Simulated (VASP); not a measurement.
Runs of VASP 6.6.1 on GaN. The structure is cubic, space group F-43m (No. 216). Conventional cell: a = 4.498 Å, b = 4.498 Å, c = 4.498 Å, α = 90.00°, β = 90.00°, γ = 90.00°. Within 2.6 Å of Ga (site symmetry -43m) lie 4 N at 1.95 Å. Within 2.6 Å of N (site symmetry -43m) lie 4 Ga at 1.95 Å. 

| task | level | k mesh | smearing | grid for exact exchange (PRECFOCK) | share of exact exchange | screening parameter | gap on the mesh (eV) | pressure (GPa) |
| --- | --- | --- | --- | --- | --- | --- | --- | --- |
| dielectric tensor | r2SCAN | 8 × 8 × 8 | gaussian 0.01 eV | - | - | - | 2.16 | - |
| single point | HSE06 | 6 × 6 × 6 | fermi-dirac 0.02 eV | Normal | 0.25 | 0.2079 1/Å | 3.02 | -0.1 |
| single point | PBE0 | 6 × 6 × 6 | gaussian 0.01 eV | Normal | 0.25 | - | (a) | -0.2 |
| single point | HSE06 | 6 × 6 × 6 | gaussian 0.01 eV | Normal | 0.25 | 0.2079 1/Å | 3.02 | -0.1 |

Alike in all rows: potentials or basis VASP PAW PBE potentials, release 64 (Ga_d, N); no spin polarisation; cell as given; cutoff (eV) 520.

Fill in the values left out.

(a) 3.75.

Caveats: the PAW data sets were made with another functional, which shifts forces and pressure a little.

A k mesh can miss the band edges, and the runs leave out spin-orbit coupling on Ga.
